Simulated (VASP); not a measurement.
Set up this calculation in VASP 6.6.1, as the native input.

* Task: electric field gradients
* Functional: LDA
* Potentials or basis: VASP PAW LDA potentials, release 64 (Ti_sv, Hg)
* Cutoff: 520 eV
* k mesh: 14 × 14 × 10
* Occupations: fermi-dirac, width 0.08 eV
* Spin: no spin polarisation
* Dipole correction: no
* Further INCAR settings: ALGO = Normal; EDIFF = 1e-08; NBANDS = 19

The structure of TiHg lies in POSCAR:

```
TiHg
1.0
    2.9488200000      0.0000000000      0.0000000000
    0.0000000000      2.9488200000      0.0000000000
    0.0000000000      0.0000000000      4.0410000000
Ti Hg
1 1
Direct
    0.5000000000      0.5000000000      0.5000000000
    0.0000000000      0.0000000000      0.0000000000
```

This cell differs from its parent crystal: equal xx and yy strain of -2 %.

One way to write it, as run:

INCAR

```
SYSTEM = TiHg
  PREC = Accurate
  ENCUT = 520
  EDIFF = 1E-8
  ISMEAR = -1
  SIGMA = 0.08
  LREAL = .FALSE.
  LASPH = .TRUE.
  NELM = 100
  ALGO = Normal
  ISIF = 2
  LWAVE = .FALSE.
  LCHARG = .FALSE.
  GGA = CA
  LEFG = .TRUE.
  NBANDS = 19
```

KPOINTS

```
Automatic mesh
0
G
  14 14 10
  0 0 0
```

Potentials or basis: VASP PAW LDA potentials, release 64 (Ti_sv, Hg).

Run with:

```sh
$ cat potpaw_LDA.64/Ti_sv/POTCAR potpaw_LDA.64/Hg/POTCAR > POTCAR
$ mpirun -np 1 vasp_std > vasp.out
```

It gave:

```
Pressure                                : -1.1 GPa
Band gap on the k mesh                  : zero (bands 12 and 13 overlap by 1.23 eV)
Largest electric field gradient by atom : Ti +25.0; Hg -224.2 V/Å²
```

Caveat: the cell differs from its parent crystal (equal xx and yy strain of -2 %); without QUAD_EFG the Cq values of the log hold for a quadrupole moment of 1 mb, not for the nuclei; spin-orbit coupling is left out, which moves the levels of the heavy elements.

It took 64 s on 1 thread of Intel(R) Xeon(R) Platinum 8488C (Sapphire Rapids), with other jobs on the host, peak memory 0.25 GiB.
